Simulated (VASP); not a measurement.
Runs of VASP 6.6.1 on BAs. The structure is that of space group I-4m2 (No. 119), or close to it. The cells are those of the table. 

```csv
potentials or basis,cell,cutoff (eV),second run,gap on the mesh (eV),pressure (GPa)
"VASP PAW LDA potentials, release 64 (B, As)","a = 3.516, b = 3.516, c = 3.378 Å, angles 61.3, 61.3, 57.4°, 2 atoms",520,-,(c),(b)
"VASP PAW LDA potentials, release 64 (B, As)","a = 3.381, b = 3.381, c = 3.243 Å, angles 61.3, 61.3, 57.3°, 2 atoms",520,-,0.47,3.1
"VASP PAW LDA potentials, release 64 (B, As)","a = 3.311, b = 3.311, c = 3.378 Å, angles 59.3, 59.3, 61.3°, 2 atoms",520,-,0.47,2.9
"VASP PAW LDA potentials, release 64 (B, As)","a = 3.316, b = 3.316, c = 3.108 Å, angles 62.1, 62.1, 55.9°, 2 atoms",520,-,-,(a)
"VASP PAW LDA potentials, release 64 (B, As_d)","a = 3.381, b = 3.381, c = 3.243 Å, angles 61.3, 61.3, 57.3°, 2 atoms",600,valence_matched,0.47,3.1
"VASP PAW LDA potentials, release 64 (B, As)","a = 3.516, b = 3.516, c = 3.648 Å, angles 58.7, 58.7, 62.5°, 2 atoms",520,-,0.26,-17.9
"VASP PAW LDA potentials, release 64 (B, As_d)","a = 3.389, b = 3.389, c = 3.108 Å, angles 62.7, 62.7, 54.6°, 2 atoms",600,valence_matched,none,10.2
"VASP PAW LDA potentials, release 64 (B, As)","a = 3.176, b = 3.176, c = 3.243 Å, angles 59.3, 59.3, 61.4°, 2 atoms",520,-,0.27,28.1
```

Alike in all rows: task single point; level LDA; no spin polarisation; k mesh 10 × 10 × 10; smearing gaussian 0.05 eV.

Task: Fill in the values left out.

Result: (a) 19.0; (b) -11.8; (c) 0.64.

A k mesh can miss the band edges, and the runs leave out spin-orbit coupling on As.

A gap of «none» marks levels without a gap at the run's occupations.

The runs don't all hold the same shells in valence.
